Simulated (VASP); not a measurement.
Write the native input for VASP 6.6.1 that does the following.

- Task: single point
- Functional: LDA
- Potentials or basis: VASP PAW LDA potentials, release 64 (Be)
- Cutoff: 520 eV
- k mesh: 16 × 16 × 9
- Occupations: gaussian, width 0.6 eV
- Spin: no spin polarisation
- Dipole correction: no
- Further INCAR settings: ALGO = Normal; EDIFF = 1e-07; NBANDS = 9

The structure of Be lies in POSCAR:

```
Be
1.0
    2.2295160349      0.0000000000      0.0000000000
   -1.1147580175      1.9308175243      0.0000000000
    0.0000000000      0.0000000000      3.5083258361
Be
2
Direct
    0.3333333333      0.6666666667      0.2500000000
    0.6666666667      0.3333333333      0.7500000000
```

The input as run:

INCAR

```
PREC = Accurate ; ENCUT = 520
EDIFF = 1E-7 ; ISMEAR = 0
SIGMA = 0.6 ; LREAL = False
LASPH = True ; NELM = 100
ALGO = Normal ; ISIF = 2
LWAVE = False ; LCHARG = False
GGA = CA ; NBANDS = 9
```

KPOINTS

```
regular mesh
0
Gamma
  16 16 9
```

Potentials or basis: VASP PAW LDA potentials, release 64 (Be).

Command:

```console
$ cat potpaw_LDA.64/Be/POTCAR > POTCAR
$ mpirun -np 1 vasp_std > vasp.out
```

It gave:

| Property | Result |
| --- | --- |
| Pressure | 0.5 GPa |
| Band gap on the k mesh | zero (band 2 reaches 8.05 eV, above the bottom of band 3 at 6.47 eV) |

Wall time 6.1 s on 1 thread of Intel(R) Xeon(R) 6975P-C (Granite Rapids), on a shared host, peak memory 0.12 GiB.
